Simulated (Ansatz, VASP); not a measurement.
One calculation of Rb, two programs

File INCAR:

```
PREC = Accurate
ENCUT = 600
EDIFF = 1E-6
ISMEAR = 0
SIGMA = 0.1
LREAL = False
LASPH = True
NELM = 100
ALGO = Normal
ISIF = 3
LWAVE = False
LCHARG = False
GGA = PS
IBRION = 2
NSW = 100
EDIFFG = -0.005
```

The input KPOINTS:

```
Automatic mesh
0
Gamma
  10 10 10
```

The input POSCAR:

```
Rb
1.0
   -2.8060000000      2.8060000000      2.8060000000
    2.8060000000     -2.8060000000      2.8060000000
    2.8060000000      2.8060000000     -2.8060000000
Rb
1
Direct
    0.0000000000      0.0000000000      0.0000000000
```

Input for Ansatz:

```yaml
crystal:
  lattice:
    - [-2.806, 2.806, 2.806]
    - [2.806, -2.806, 2.806]
    - [2.806, 2.806, -2.806]
  atoms:
    - { symbol: Rb, position: [0.0, 0.0, 0.0] }
basis:
  ecutwfc: 420
kpoints:
  mp_grid: { grid: [10, 10, 10] }
hamiltonian:
  xc: pbesol
scf:
  occupations: { method: gaussian, width: 0.1 }
output:
  forces: true
  stress: true
  eigenvalues: true
relax:
  adjacent_minimum: "off"
  f_tol: 0.005
  max_steps: 80
  cell: { stress_tol: 0.05 }
```

Alike in both runs: task relaxation of cell and atoms; functional PBEsol; k mesh 10 × 10 × 10; occupations gaussian, width 0.1 eV; no spin polarisation.

```csv
,VASP,Ansatz
version,VASP 6.6.1,Ansatz 0.2.0
potentials or method,"VASP PAW PBE potentials, release 64 (Rb_sv), cutoff 600 eV","scalar-relativistic, plane waves, PAW"
valence electrons in the cell,9,9
```

```csv
,VASP,Ansatz,Ansatz less VASP
"gap on the k mesh at the Fermi level, each at its own relaxed structure (eV)",none,none,-
relaxed volume (Å³/atom),86.75,86.49,-0.264
relaxed length of the cell vector where the two differ most in proportion (Å),4.830,4.825,-0.0049
```

VASP's potentials were made for PBE, not for PBEsol. A gap of «none» marks a metal or a gap that the smearing closes.
